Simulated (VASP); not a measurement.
S, 1 atom in the cell. Symmetry: I4/mmm, No. 139, tetragonal system. Conventional cell: a = 2.365 Å, b = 2.365 Å, c = 8.739 Å, α = 90.00°, β = 90.00°, γ = 90.00°. Within 3.1 Å of S (site symmetry 4/mmm) lie 4 S at 2.37 Å. 

| Item | Value |
| --- | --- |
| Program | VASP 6.6.1 |
| Task | single point |
| Functional | PBE |
| Potentials or basis | VASP PAW PBE potentials, release 64 (S) |
| Cutoff | 520 eV |
| k mesh | 24 × 24 × 24 |
| Occupations | gaussian, width 0.1 eV |
| Spin | no spin polarisation |
| Dipole correction | no |
| Further INCAR settings | ALGO = Normal; EDIFF = 1e-06; NBANDS = 9 |

Potentials or basis: VASP PAW PBE potentials, release 64 (S).

Launch:

```console
$ cat potpaw_PBE.64/S/POTCAR > POTCAR
$ mpirun -np 1 vasp_std > vasp.out
```

Hardware: 1 thread of AMD EPYC 9R45 96-Core Processor (Zen 5), on a shared host.

Estimate the wall time of this run.

Run time: 4.4 min on 1 thread of AMD EPYC 9R45 96-Core Processor (Zen 5), with other jobs on the host, peak memory 0.32 GiB. Counts: scf iterations 11, k points 1063.
